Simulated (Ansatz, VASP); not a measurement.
**MgO: VASP beside Ansatz**

File INCAR:

```
SYSTEM = MgO
  ALGO = Normal
  EDIFF = 1E-6
  ENCUT = 520
  GGA = PS
  ISIF = 2
  ISMEAR = 0
  LASPH = .True.
  LCHARG = .False.
  LREAL = .False.
  LWAVE = .False.
  NBANDS = 16
  NELM = 100
  PREC = Accurate
  SIGMA = 0.02
```

File KPOINTS:

```
k-points
0
Gamma
  9 9 6
  0 0 0
```

Contents of POSCAR:

```
MgO
1.0
    3.5843799444      0.0069030282     -0.0152354713
   -1.7862117745      3.0696138691     -0.0222128673
   -0.0182580401     -0.0412790473      4.3348013266
Mg O
2 2
Direct
    0.6362395860      0.3154980217      0.7308666320
    0.3207612942      0.7107233591      0.2633411800
    0.6650030651      0.3026539501      0.2392317960
    0.3779960547      0.6711246691      0.7665603919
```

Input for Ansatz:

```yaml
crystal:
  lattice:
    - [3.5843799444, 0.0069030282, -0.0152354713]
    - [-1.7862117745, 3.0696138691, -0.0222128673]
    - [-0.0182580401, -0.0412790473, 4.3348013266]
  atoms:
    - { symbol: Mg, position: [0.636239586, 0.3154980217, 0.730866632] }
    - { symbol: Mg, position: [0.3207612942, 0.7107233591, 0.26334118] }
    - { symbol: O, position: [0.6650030651, 0.3026539501, 0.239231796] }
    - { symbol: O, position: [0.3779960547, 0.6711246691, 0.7665603919] }
basis:
  ecutwfc: 420
kpoints:
  mp_grid: { grid: [9, 9, 6] }
hamiltonian:
  xc: pbesol
scf:
  occupations: { method: gaussian, width: 0.02 }
output:
  forces: true
  stress: true
  eigenvalues: true
```

Change from the starting cell: all atoms moved at random, cell strained at random.

Alike in both runs: task single point; functional PBEsol; k mesh 9 × 9 × 6; occupations gaussian, width 0.02 eV; no spin polarisation.

|  | VASP | Ansatz |
| --- | --- | --- |
| version | VASP 6.6.1 | Ansatz 0.2.0 |
| potentials or method | VASP PAW PBE potentials, release 64 (Mg, O), cutoff 520 eV | scalar-relativistic, plane waves, PAW |
| valence electrons in the cell | 16 | 32 |

|  | VASP | Ansatz | Ansatz less VASP |
| --- | --- | --- | --- |
| gap on the k mesh at the Fermi level (eV) | 2.77 | 2.78 | +0.007 |
| least direct gap on the mesh (eV) | 2.77 | 2.78 | +0.007 |
| pressure (GPa) | -3.7 | -3.4 | +0.31 |
| traceless stress, the component that is largest in VASP (GPa) | 10.82 | 10.64 | -0.175 |
| rms of the force components (eV/Å) | 1.257 | 1.242 | -0.0157 |

VASP's potentials were made for PBE, not for PBEsol. Atom by atom the forces differ by 0.016 eV/Å (rms over components). VASP's potentials hold 16 valence electrons a cell and Ansatz's 32, so a difference there can come from the potentials and not from the codes.
